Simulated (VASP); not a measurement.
Write the native input for VASP 6.6.1 that does the following.

| Quantity | Value |
| --- | --- |
| Task | single point |
| Functional | HSE06 |
| Potentials or basis | VASP PAW PBE potentials, release 64 (Li_sv, F) |
| Cutoff | 520 eV |
| k mesh | 4 × 4 × 4 |
| Occupations | fermi-dirac, width 0.05 eV |
| Spin | no spin polarisation |
| Dipole correction | no |
| Grid for exact exchange (PRECFOCK) | Normal |
| Further INCAR settings | ALGO = Normal; EDIFF = 1e-07; NBANDS = 12 |
| Screening parameter | 0.2079 1/Å |

Crystal: LiF (rock salt type).

```
CELL_PARAMETERS angstrom
0.00000 2.02134 2.02134
2.02134 0.00000 2.02134
2.02134 2.02134 0.00000
ATOMIC_POSITIONS crystal
Li 0.00000 0.00000 0.00000
F 0.50000 0.50000 0.50000
```

The input as run:

POSCAR

```
LiF
1.0
    0.0000000000      2.0213418704      2.0213418704
    2.0213418704      0.0000000000      2.0213418704
    2.0213418704      2.0213418704      0.0000000000
Li F
1 1
Direct
    0.0000000000      0.0000000000      0.0000000000
    0.5000000000      0.5000000000      0.5000000000
```

INCAR.step1

```
SYSTEM = LiF
PREC = Accurate ; ENCUT = 520
EDIFF = 1E-5 ; ISMEAR = -1
SIGMA = 0.05 ; LREAL = .FALSE.
LASPH = .TRUE. ; NELM = 100
ALGO = Normal ; ISIF = 2
LWAVE = .TRUE. ; LCHARG = .FALSE.
GGA = PE ; NBANDS = 12
```

INCAR.step2

```
SYSTEM = LiF
PREC = Accurate ; ENCUT = 520
EDIFF = 1E-7 ; ISMEAR = -1
SIGMA = 0.05 ; LREAL = .FALSE.
LASPH = .TRUE. ; NELM = 100
ALGO = Normal ; ISIF = 2
LWAVE = .FALSE. ; LCHARG = .FALSE.
GGA = PE ; LHFCALC = .TRUE.
HFSCREEN = 0.2079 ; PRECFOCK = Normal
ISTART = 1 ; NBANDS = 12
```

KPOINTS

```
regular mesh
0
G
  4 4 4
  0 0 0
```

Potentials or basis: VASP PAW PBE potentials, release 64 (Li_sv, F).

The run is started by

```console
$ cat potpaw_PBE.64/Li_sv/POTCAR potpaw_PBE.64/F/POTCAR > POTCAR
$ cp INCAR.step1 INCAR
$ mpirun -np 1 vasp_std > vasp.out
$ cp INCAR.step2 INCAR
$ mpirun -np 1 vasp_std > vasp.out
```

It gave:

| Item | Value |
| --- | --- |
| Band gap on the k mesh | 11.29 eV, direct |

Caveat: the k points lie up to 0.67 Å⁻¹ apart.

Run time: 60 s on 1 thread of Intel(R) Xeon(R) Platinum 8259CL CPU @ 2.50GHz (Skylake/Cascade Lake), on a shared host, peak memory 0.23 GiB.
